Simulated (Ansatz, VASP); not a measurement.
## One calculation of BaAg2F6, two programs

```xyz
9
Lattice="0.0157 4.2783 4.3156 4.3408 -0.0255 4.3554 4.3802 4.3595 -0.0634" Properties=species:S:1:pos:R:3 pbc="T T T"
Ba    4.3688    4.1900    4.3461
Ag    6.5501    6.4610    6.4483
Ag    2.1913    2.1588    2.1583
F     6.5968    2.5762    4.2235
F     6.2584    6.0243    4.3705
F     6.6399    4.4253    1.6765
F     4.4164    6.6313    1.8283
F     2.3310    4.2537    2.5661
F     4.3384    2.1692    2.3707
```

Change from the starting cell: cell x1, atoms moved at random (sigma 0.05 Å) and cell strained at random (1.5 %), then relaxed without symmetry.

Alike in both runs: functional PBE; k mesh 4 × 4 × 4; occupations gaussian, width 0.2 eV; no spin polarisation.

Ansatz relaxed the structure, and its values are those at the end. VASP's run is a single point on that final structure, the one shown.

|  | VASP | Ansatz |
| --- | --- | --- |
| version | VASP 6.6.1 | Ansatz 0.2.0 |
| potentials or method | VASP PAW PBE potentials, release 64 (Ba_sv, Ag, F), cutoff 520 eV | scalar-relativistic, plane waves, PAW |
| valence electrons in the cell | 74 | 90 |

Ansatz gave:

| Property | Result |
| --- | --- |
| gap on the k mesh at the Fermi level (eV) | none |
| pressure (GPa) | 0.0 |
| rms of the force components (eV/Å) | 0.008 |

Problem. Estimate VASP's values.

Solution. gap on the k mesh at the Fermi level (eV): none; pressure (GPa): 0.1; rms of the force components (eV/Å): 0.030.

A gap of «none» marks a metal or a gap that the smearing closes. The functional is the same, so the differences come from potentials, cutoffs and numerics. VASP's potentials hold 74 valence electrons a cell and Ansatz's 90, so a difference there can come from the potentials and not from the codes.

Spin-orbit coupling is off throughout.
